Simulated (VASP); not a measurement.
# TlInF2 (I4/mcm) in VASP: a series of runs

The runs below take TlInF2 through single point, with PBE.

Everything below comes from runs of VASP 6.6.1. Logs are shortened: lines on timing, memory, paths and dates and some standing lists are left out, and cuts for length are marked.

### Step 1. The cell of the first run

The structure is tetragonal, space group I4/mcm (No. 140). Conventional cell: a = 7.267 Å, b = 7.267 Å, c = 6.144 Å, α = 90.00°, β = 90.00°, γ = 90.00°. Within 4.0 Å of Tl (site symmetry 422) lie 2 Tl at 3.07 Å and 8 F at 3.08 Å and 4 In at 3.63 Å. In (site symmetry -42m) has 4 F at 2.41 Å and 2 In at 3.07 Å within 3.2 Å. Within 3.2 Å of F (site symmetry m2m) lie 2 In at 2.41 Å and 4 Tl at 3.08 Å.

### Step 2. Single point, PBE

INCAR reads:

```
SYSTEM = TlInF2
  ALGO = Normal
  EDIFF = 1E-7
  ENCUT = 520
  GGA = PE
  ISIF = 2
  ISMEAR = -1
  LASPH = .True.
  LCHARG = .False.
  LREAL = .False.
  LWAVE = .False.
  NBANDS = 50
  NELM = 60
  PREC = Accurate
  SIGMA = 0.1061
```

KPOINTS reads:

```
k-points
0
Gamma
  4 4 4
  0 0 0
```

POSCAR reads:

```
TlInF2
1.0
   -3.6337430000      3.6337430000      3.0720400000
    3.6337430000     -3.6337430000      3.0720400000
    3.6337430000      3.6337430000     -3.0720400000
Tl In F
2 2 4
Direct
    0.2500000000      0.2500000000      0.0000000000
    0.7500000000      0.7500000000      0.0000000000
    0.7500000000      0.2500000000      0.5000000000
    0.2500000000      0.7500000000      0.5000000000
    0.6813000000      0.1813000000      0.8626000000
    0.1813000000      0.3187000000      0.5000000000
    0.3187000000      0.8187000000      0.1374000000
    0.8187000000      0.6813000000      0.5000000000
```

Potentials or basis: VASP PAW PBE potentials, release 64 (Tl_d, In_d, F).

Launch:

```bash
> cat potpaw_PBE.64/Tl_d/POTCAR potpaw_PBE.64/In_d/POTCAR potpaw_PBE.64/F/POTCAR > POTCAR
> mpirun -np 1 vasp_std > vasp.out
```

OUTCAR:

```text
SYSTEM = TlInF2
   EDIFF = 1E-7
   ENCUT = 520
   GGA = PE
   ISIF = 2
   ISMEAR = -1
   LASPH = .True.
   LREAL = .False.
   NELM = 60
   PREC = Accurate

 ion  position               nearest neighbor table
   1  0.250  0.250  0.000-   2 3.07   2 3.07   4 3.63   4 3.63   3 3.63   3 3.63
   2  0.750  0.750  0.000-   1 3.07   1 3.07   4 3.63   3 3.63   4 3.63   3 3.63
   3  0.750  0.250  0.500-   5 2.41   7 2.41   6 2.41   8 2.41   4 3.07   4 3.07   1 3.63   2 3.63
                             1 3.63   2 3.63
   4  0.250  0.750  0.500-   5 2.41   7 2.41   6 2.41   8 2.41   3 3.07   3 3.07   1 3.63   1 3.63
                             2 3.63   2 3.63
   5  0.681  0.181  0.863-   3 2.41   4 2.41
   6  0.181  0.319  0.500-   3 2.41   4 2.41
   7  0.319  0.819  0.137-   3 2.41   4 2.41
   8  0.819  0.681  0.500-   3 2.41   4 2.41

  LATTYP: Found a body centered tetragonal cell.
 ALAT       =     7.2674860000
 C/A-ratio  =     0.8454202733

  Lattice vectors:

 A1 = (  -3.6337430000,   3.6337430000,   3.0720400000)
 A2 = (   3.6337430000,  -3.6337430000,   3.0720400000)
 A3 = (   3.6337430000,   3.6337430000,  -3.0720400000)

Analysis of symmetry for initial positions (statically):
=====================================================================
 Subroutine PRICEL returns:
 Original cell was already a primitive cell.

 Routine SETGRP: Setting up the symmetry group for a
 body centered tetragonal supercell.

 Subroutine GETGRP returns: Found 16 space group operations
 (whereof  8 operations were pure point group operations)
 out of a pool of 16 trial point group operations.

The static configuration has the point symmetry C_4h.
 The point group associated with its full space group is D_4h.

Analysis of symmetry for dynamics (positions and initial velocities):
=====================================================================
 Subroutine PRICEL returns:
 Original cell was already a primitive cell.

 Routine SETGRP: Setting up the symmetry group for a
 body centered tetragonal supercell.

 Subroutine GETGRP returns: Found 16 space group operations
 (whereof  8 operations were pure point group operations)
 out of a pool of 16 trial point group operations.

The dynamic configuration has the point symmetry C_4h.
 The point group associated with its full space group is D_4h.

 Subroutine INISYM returns: Found 16 space group operations
 (whereof  8 operations are pure point group operations),
 and found     1 'primitive' translations

----------------------------------------------------------------------------------------

                                     Primitive cell

  volume of cell :     162.2539

  direct lattice vectors                    reciprocal lattice vectors
    -3.633743000  3.633743000  3.072040000     0.000000000  0.137599164  0.162758297
     3.633743000 -3.633743000  3.072040000     0.137599164  0.000000000  0.162758297
     3.633743000  3.633743000 -3.072040000     0.137599164  0.137599164  0.000000000

  length of vectors
     5.987120021  5.987120021  5.987120021     0.213128584  0.213128584  0.194594604

  position of ions in fractional coordinates (direct lattice)
     0.250000000  0.250000000  0.000000000
     0.750000000  0.750000000  0.000000000
     0.750000000  0.250000000  0.500000000
     0.250000000  0.750000000  0.500000000
     0.681300000  0.181300000  0.862600000
     0.181300000  0.318700000  0.500000000
     0.318700000  0.818700000  0.137400000
     0.818700000  0.681300000  0.500000000

  ion indices of the primitive-cell ions
   primitive index   ion index
                 1           1
                 2           2
                 3           3
                 4           4
                 5           5
                 6           6
                 7           7
                 8           8

----------------------------------------------------------------------------------------

 KPOINTS: k-points

Automatic generation of k-mesh.
 Grid dimensions read from file:
 generate k-points for:    4    4    4

 Generating k-lattice:

  Cartesian coordinates                     Fractional coordinates (reciprocal lattice)
     0.000000000  0.034399791  0.040689574     0.250000000  0.000000000  0.000000000
     0.034399791  0.000000000  0.040689574     0.000000000  0.250000000  0.000000000
     0.034399791  0.034399791  0.000000000     0.000000000  0.000000000  0.250000000

  Length of vectors
     0.053282146  0.053282146  0.048648651

  Shift w.r.t. Gamma in fractional coordinates (k-lattice)
     0.000000000  0.000000000  0.000000000

 Subroutine IBZKPT returns following result:
 ===========================================

 Found     13 irreducible k-points:

 Following reciprocal coordinates:
            Coordinates               Weight
  0.000000  0.000000  0.000000      1.000000
  0.250000  0.000000  0.000000      8.000000
  0.500000  0.000000  0.000000      4.000000
  0.250000  0.250000  0.000000      8.000000
  0.500000  0.250000  0.000000     16.000000
 -0.250000  0.250000  0.000000      4.000000
  0.500000  0.500000  0.000000      2.000000
  0.250000  0.250000  0.250000      2.000000
 -0.250000  0.250000  0.250000      4.000000
  0.500000  0.500000  0.250000      4.000000
 -0.250000  0.500000  0.250000      8.000000
 -0.250000 -0.250000  0.250000      2.000000
  0.500000  0.500000  0.500000      1.000000
   k-points           NKPTS =     13   k-points in BZ     NKDIM =     13   number of bands    NBANDS=     50
   number of dos      NEDOS =    301   number of ions     NIONS =      8
   total plane-waves  NPLWV = 110592
   dimension x,y,z NGX =    48 NGY =   48 NGZ =   48
   dimension x,y,z NGXF=    96 NGYF=   96 NGZF=   96
   ions per type =               2   2   4
   NGX,Y,Z   is equivalent  to a cutoff of  13.33, 13.33, 13.33 a.u.
   NGXF,Y,Z  is equivalent  to a cutoff of  26.66, 26.66, 26.66 a.u.
 SYSTEM =  TlInF2
   PREC   = accura    normal or accurate (medium, high low for compatibility)
   ISTART =      0    job   : 0-new  1-cont  2-samecut
   ICHARG =      2    charge: 1-file 2-atom 10-const
   ISPIN  =      1    spin polarized calculation?
   LNONCOLLINEAR =      F non collinear calculations
   LSORBIT =      F    spin-orbit coupling
   LASPH  =      T    aspherical Exc in radial PAW
   ENCUT  =  520.0 eV  38.22 Ry    6.18 a.u.  11.13 11.13 11.13*2*pi/ulx,y,z
   NELM   =     60;   NELMIN=  2; NELMDL= -5     # of ELM steps
   EDIFF  = 0.1E-06   stopping-criterion for ELM
   LREAL  =      F    real-space projection
   EDIFFG = 0.1E-05   stopping-criterion for IOM
   NSW    =      0    number of steps for IOM
   IBRION =     -1    ionic relax: 0-MD 1-quasi-New 2-CG
   NFREE  =      0    steps in history (QN), initial steepest desc. (CG)
   ISIF   =      2    stress and relaxation
   ISYM   =      2    0-nonsym 1-usesym 2-fastsym
   POTIM  = 0.5000    time-step for ionic-motion
   TEBEG  =    0.0;   TEEND  =   0.0 temperature during run
   PSTRESS=    0.0 pullay stress
   NELECT =      80.0000    total number of electrons
   NUPDOWN=      -1.0000    fix difference up-down
   EMIN   =  10.00;   EMAX   =-10.00  energy-range for DOS
   EFERMI =   0.00;   METHOD = LEGACY
   ISMEAR =    -1;   SIGMA  =   0.11  broadening in eV -4-tet -1-fermi 0-gaus
   EFERMI_NEDOS =   21; number of points for ismear=-14 and -15
   IALGO  =     38    algorithm
   IMIX   =      4    mixing-type and parameters
     AMIX     =   0.40;   BMIX     =  1.00
     AMIX_MAG =   1.60;   BMIX_MAG =  1.00
  volume/ion in A,a.u.               =      20.28       136.87
  Fermi-wavevector in a.u.,A,eV,Ry     =   1.293321  2.444023 22.758190  1.672680
  Thomas-Fermi vector in A             =   2.424974
   LORBIT       =      0    0 simple, 1 ext, 2 COOP (PROOUT), +10 PAW based schemes
   GGA     = PE    functional components
   LHFCALC =     F    Hartree Fock is set to
   AEXX    =    0.0000 exact exchange contribution
   IVDW    =     0    specifies the selected vdW correction
   LEPSILON=     F    determine dielectric tensor
   LRPA    =     F    only Hartree local field effects (RPA)
 non-spin polarized calculation
  energy-cutoff  :      520.00
  volume of cell :      162.25
 maximum number of plane-waves:      4416
 NGX is ok and might be reduce to    48
   NGX = 23   NGY = 23   NGZ = 23

 number of electron      80.0000037 magnetization

 Free energy of the ion-electron system (eV)
  ---------------------------------------------------
  ext. energy  EPLUGINS =         0.00000000
  ---------------------------------------------------
  free energy    TOTEN  =       -28.50179026 eV

  energy without entropy =      -28.44625623  energy(sigma->0) =      -28.47402325

 E-fermi :   4.6762     XC(G=0):  -9.4802

 val. band max:        4.6699919203   @ k =   0.5000   0.5000   0.0000
 cond. band min:       4.7273145330   @ k =  -0.2500   0.2500   0.2500
 fundamental gap:      0.0573226127
 Fermi energy:         4.6761565344

 k-point     1 :       0.0000    0.0000    0.0000
  band No.  band energies     occupation
      1     -18.4773      2.00000
      2     -18.3994      2.00000
      3     -18.3702      2.00000
      4     -18.3702      2.00000
      5     -10.0256      2.00000
      6      -9.7369      2.00000
[... 42 lines left out ...]
     49      11.9883      0.00000
     50      13.4033      0.00000

 k-point     2 :       0.2500    0.0000    0.0000
  band No.  band energies     occupation
      1     -18.4568      2.00000
      2     -18.3980      2.00000
      3     -18.3800      2.00000
      4     -18.3763      2.00000
      5      -9.9403      2.00000
      6      -9.7228      2.00000
[... 42 lines left out ...]
     49      11.9193      0.00000
     50      11.9762      0.00000

 k-point     3 :       0.5000    0.0000    0.0000
  band No.  band energies     occupation
      1     -18.4146      2.00000
      2     -18.4146      2.00000
      3     -18.3886      2.00000
      4     -18.3886      2.00000
      5      -9.7330      2.00000
      6      -9.7330      2.00000
[... 519 lines left out ...]
     49      10.7039      0.00000
     50      11.0479      0.00000

 k-point    13 :       0.5000    0.5000    0.5000
  band No.  band energies     occupation
      1     -18.4178      2.00000
      2     -18.4178      2.00000
      3     -18.3856      2.00000
      4     -18.3761      2.00000
      5     -10.0205      2.00000
      6      -9.7622      2.00000
[... 42 lines left out ...]
     49      12.4769      0.00000
     50      12.4769      0.00000

------------------------ aborting loop because EDIFF is reached ----------------------------------------

  FORCE on cell =-STRESS in cart. coord.  units (eV):
  Direction    XX          YY          ZZ          XY          YZ          ZX
  --------------------------------------------------------------------------------------
  -------------------------------------------------------------------------------------
  Total        1.6678605      1.6678605      6.7308556      0.0000000     -0.0000000      0.0000000
  in kB       16.4692961     16.4692961     66.4638634      0.0000000     -0.0000000      0.0000000
  external PRESSURE =      33.1341519 kB  Pullay stress =       0.0000000 kB

 VOLUME and BASIS-vectors are now :
 -----------------------------------------------------------------------------
  energy-cutoff  :      520.00
  volume of cell :      162.25
      direct lattice vectors                 reciprocal lattice vectors
    -3.633743000  3.633743000  3.072040000     0.000000000  0.137599164  0.162758297
     3.633743000 -3.633743000  3.072040000     0.137599164  0.000000000  0.162758297
     3.633743000  3.633743000 -3.072040000     0.137599164  0.137599164  0.000000000

 POSITION                                       TOTAL-FORCE (eV/Angst)
 -----------------------------------------------------------------------------------
      0.00000      0.00000      1.53602         0.000000     -0.000000     -0.000000
      0.00000      0.00000      4.60806         0.000000     -0.000000     -0.000000
     -0.00000      3.63374      1.53602         0.000000     -0.000000     -0.000000
      3.63374     -0.00000      1.53602         0.000000     -0.000000     -0.000000
      1.31760      4.95134      0.00000         0.368141      0.368141      0.000000
      2.31615      1.31760      0.00000        -0.368141      0.368141     -0.000000
      2.31615     -1.31760      3.07204        -0.368141     -0.368141     -0.000000
      1.31760      2.31615      3.07204         0.368141     -0.368141     -0.000000
 -----------------------------------------------------------------------------------
    total drift:                                0.000000      0.000000     -0.000000

  FREE ENERGIE OF THE ION-ELECTRON SYSTEM (eV)
  ---------------------------------------------------
  free  energy   TOTEN  =       -28.5017902632 eV

  energy  without entropy=      -28.4462562273  energy(sigma->0) =      -28.47402325
```

Run time: 2.6 min. Hardware: 1 thread of Intel Xeon Platinum 8488C (Sapphire Rapids), shared host; peak memory 0.36 GiB.

What came out:

```
Free energy            : -28.5018 eV
Pressure               : 3.3 GPa
Largest force          : 0.521 eV/Å
Band gap on the k mesh : zero (band 40 reaches 4.67 eV, above the bottom of band 41 at 4.58 eV)
```

Forces on the atoms (eV/Å):
```
Tl   0.000  0.000  0.000
Tl   0.000  0.000  0.000
In   0.000  0.000  0.000
In   0.000  0.000  0.000
F    0.368  0.368  0.000
F   -0.368  0.368  0.000
F   -0.368 -0.368  0.000
F    0.368 -0.368  0.000
```

Levels at points of the mesh, in eV from the Fermi level:
| k point | band 36 | band 37 | band 38 | band 39 | band 40 | band 41 | band 42 | band 43 | band 44 | band 45 |
| --- | --- | --- | --- | --- | --- | --- | --- | --- | --- | --- |
| (0.00, 0.00, 0.00) | -4.40 | -4.36 | -3.67 | -1.92 | -0.09 | 0.59 | 1.92 | 1.92 | 2.71 | 3.07 |
| (0.50, 0.00, 0.00) | -4.45 | -3.79 | -3.79 | -1.30 | -1.30 | 1.76 | 1.76 | 3.20 | 3.20 | 4.09 |
| (0.50, 0.50, 0.00) | -4.43 | -3.75 | -3.04 | -2.26 | -0.01 | 0.08 | 1.99 | 2.66 | 2.70 | 2.80 |
| (0.50, 0.50, 0.50) | -4.37 | -3.29 | -2.71 | -1.21 | -0.79 | -0.10 | -0.10 | 0.45 | 2.13 | 2.91 |

Caveat: spin-orbit coupling is left out, which moves the levels of the heavy elements.

### Step 3. Single point, PBE

INCAR reads:

```
PREC = Accurate
ENCUT = 520
EDIFF = 1E-6
ISMEAR = -1
SIGMA = 0.01
LREAL = False
LASPH = True
NELM = 100
ALGO = Normal
ISIF = 2
LWAVE = False
LCHARG = False
GGA = PE
NBANDS = 50
```

KPOINTS reads:

```
Automatic mesh
0
Gamma
  4 4 4
```

POSCAR is that of step 2.

Potentials or basis: VASP PAW PBE potentials, release 64 (Tl_d, In_d, F).

Launch:

```bash
> cat potpaw_PBE.64/Tl_d/POTCAR potpaw_PBE.64/In_d/POTCAR potpaw_PBE.64/F/POTCAR > POTCAR
> mpirun -np 1 vasp_std > vasp.out
```

Wall time 2.1 min (1 thread of Intel Xeon Platinum 8488C (Sapphire Rapids), shared host); peak memory 0.36 GiB.

The run converged. Its results:

| Item | Value |
| --- | --- |
| Free energy | -28.4680 eV |
| Pressure | 3.1 GPa |
| Largest force | 0.502 eV/Å |
| Band gap on the k mesh | zero (band 40 reaches 4.66 eV, above the bottom of band 41 at 4.57 eV) |

Forces on the atoms (eV/Å):
```
Tl   0.000  0.000  0.000
Tl   0.000  0.000  0.000
In   0.000  0.000  0.000
In   0.000  0.000  0.000
F    0.355  0.355  0.000
F   -0.355  0.355  0.000
F   -0.355 -0.355  0.000
F    0.355 -0.355  0.000
```

Stress tensor (GPa, compression positive):
```
1.56 0.00 0.00
0.00 1.56 0.00
0.00 0.00 6.32
```

Levels at points of the mesh, in eV from the Fermi level:
| k point | band 36 | band 37 | band 38 | band 39 | band 40 | band 41 | band 42 | band 43 | band 44 | band 45 |
| --- | --- | --- | --- | --- | --- | --- | --- | --- | --- | --- |
| (0.00, 0.00, 0.00) | -4.38 | -4.33 | -3.63 | -1.90 | -0.08 | 0.63 | 1.94 | 1.94 | 2.72 | 3.10 |
| (0.50, 0.00, 0.00) | -4.43 | -3.76 | -3.76 | -1.28 | -1.28 | 1.79 | 1.79 | 3.22 | 3.22 | 4.11 |
| (0.50, 0.50, 0.00) | -4.41 | -3.72 | -3.01 | -2.24 | 0.01 | 0.12 | 2.00 | 2.69 | 2.72 | 2.83 |
| (0.50, 0.50, 0.50) | -4.35 | -3.26 | -2.67 | -1.19 | -0.76 | -0.07 | -0.07 | 0.47 | 2.15 | 2.94 |

Caveat: spin-orbit coupling is left out, which moves the levels of the heavy elements.
